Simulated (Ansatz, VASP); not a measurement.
CdS: VASP beside Ansatz

POSCAR

```
CdS
1.0
    0.0000000000      2.7950788809      2.7950788809
    2.7950788809      0.0000000000      2.7950788809
    2.7950788809      2.7950788809      0.0000000000
Cd S
1 1
Direct
   -0.0106154634      0.0106154634      0.0106154634
    0.5372216687      0.4627783313      0.4627783313
```

File INCAR.step1:

```
ALGO = Normal ; EDIFF = 1E-4
ENCUT = 520 ; GGA = PE
ISMEAR = 0 ; LASPH = True
LCHARG = False ; LREAL = False
LWAVE = True ; NBANDS = 16
NELM = 100 ; PREC = Accurate
SIGMA = 0.05
```

The input INCAR.step2:

```
ALGO = Normal ; EDIFF = 1E-6
ENCUT = 520 ; ISIF = 2
ISMEAR = 0 ; ISTART = 1
LASPH = True ; LCHARG = False
LMIXTAU = True ; LREAL = False
LWAVE = False ; METAGGA = R2SCAN
NBANDS = 16 ; NELM = 100
PREC = Accurate ; SIGMA = 0.05
```

KPOINTS

```
k-points
0
Gamma
  8 8 8
```

Input for Ansatz:

```yaml
crystal:
  lattice:
    - [0.0, 2.7950788809, 2.7950788809]
    - [2.7950788809, 0.0, 2.7950788809]
    - [2.7950788809, 2.7950788809, 0.0]
  atoms:
    - { symbol: Cd, position: [-0.0106154634, 0.0106154634, 0.0106154634] }
    - { symbol: S, position: [0.5372216687, 0.4627783313, 0.4627783313] }
basis:
  ecutwfc: 500
kpoints:
  mp_grid: { grid: [8, 8, 8] }
hamiltonian:
  xc: r2scan
scf:
  occupations: { method: gaussian, width: 0.05 }
output:
  forces: true
  stress: true
  eigenvalues: true
```

Change from the starting cell: mode 4 frozen in at -0.203 Å, equal normal strain along x, y and z +0.0250.

Alike in both runs: task single point; functional r2SCAN; k mesh 8 × 8 × 8; occupations gaussian, width 0.05 eV; no spin polarisation.

|  | VASP | Ansatz |
| --- | --- | --- |
| version | VASP 6.6.1 | Ansatz 0.2.0 |
| potentials or method | VASP PAW PBE potentials, release 64 (Cd, S), cutoff 520 eV | scalar-relativistic, plane waves, PAW |
| valence electrons in the cell | 18 | 26 |

Ansatz gave:

| Property | Result |
| --- | --- |
| gap on the k mesh at the Fermi level (eV) | 0.87 |
| least direct gap on the mesh (eV) | 1.83 |
| pressure (GPa) | -3.4 |
| traceless stress, the component that is largest in VASP (GPa) | 3.71 |
| rms of the force components (eV/Å) | 0.259 |

Q: Which values does VASP return?

A: gap on the k mesh at the Fermi level (eV): 0.85; least direct gap on the mesh (eV): 1.80; pressure (GPa): -3.0; traceless stress, the component that is largest in VASP (GPa): 3.80; rms of the force components (eV/Å): 0.272.

VASP's potentials were made for PBE, not for r2SCAN. Atom by atom the forces differ by 0.013 eV/Å (rms over components). VASP's potentials hold 18 valence electrons a cell and Ansatz's 26, so a difference there can come from the potentials and not from the codes.
